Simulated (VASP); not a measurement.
Wanted: the native input for a VASP 6.6.1 run.

| Item | Value |
| --- | --- |
| Task | single point |
| Functional | PBE |
| Potentials or basis | VASP PAW PBE potentials, release 64 (Dy_3, Ag, H), 4f in core |
| Cutoff | 500 eV |
| k mesh | 10 × 10 × 10 |
| Occupations | gaussian, width 0.1 eV |
| Spin | no spin polarisation |
| Dipole correction | no |
| Further INCAR settings | ALGO = Normal; EDIFF = 1e-06; NBANDS = 32 |

The structure of DyAgH2 lies in POSCAR:

```
DyAgH2
1.0
   -2.1711520515      2.1711520515      5.5404456591
    2.1711520515     -2.1711520515      5.5404456591
    2.1711520515      2.1711520515     -5.5404456591
Dy Ag H
2 2 4
Direct
    0.0000000000      0.0000000000      0.0000000000
    0.7500000000      0.2500000000      0.5000000000
    0.5000000000      0.5000000000      0.0000000000
    0.2500000000      0.7500000000      0.5000000000
    0.2003069651      0.2003069651      0.0000000000
    0.7996930349      0.7996930349      0.0000000000
    0.5496930349      0.0496930349      0.5000000000
    0.9503069651      0.4503069651      0.5000000000
```

The input as run:

INCAR

```
PREC     = Accurate       # precision mode
ENCUT    = 500            # plane-wave cutoff, eV
EDIFF    = 1E-6           # SCF threshold, eV
ISMEAR   = 0              # smearing method
SIGMA    = 0.1            # smearing width, eV
LREAL    = F              # projectors in reciprocal space
LASPH    = T              # aspherical terms in the spheres
NELM     = 200            # most SCF steps
ALGO     = Normal         # electronic algorithm
ISIF     = 2              # what is computed and relaxed
LWAVE    = F              # write WAVECAR
LCHARG   = F              # write CHGCAR
GGA      = PE             # functional
NBANDS   = 32             # bands
GGA_COMPAT= F            
LMAXMIX  = 6              # l up to which the mixer works
```

KPOINTS

```
regular mesh
0
Gamma
  10 10 10
```

Potentials or basis: VASP PAW PBE potentials, release 64 (Dy_3, Ag, H), 4f in core.

Run with:

```sh
$ cat potpaw_PBE.64/Dy_3/POTCAR potpaw_PBE.64/Ag/POTCAR potpaw_PBE.64/H/POTCAR > POTCAR
$ mpirun -np 1 vasp_std > vasp.out
```

Results of the run:

| Property | Result |
| --- | --- |
| Pressure | 0.3 GPa |
| Largest force | 0.005 eV/Å |
| Band gap on the k mesh | zero (bands 22 and 23 overlap by 1.73 eV) |

Caveat: spin-orbit coupling is left out, which moves the levels of the heavy elements; the 4f electrons are frozen in the core, so they carry no moment and show no levels.

It took 5.6 min on 1 thread of Intel(R) Xeon(R) Platinum 8488C (Sapphire Rapids), with other jobs on the host, peak memory 0.51 GiB.
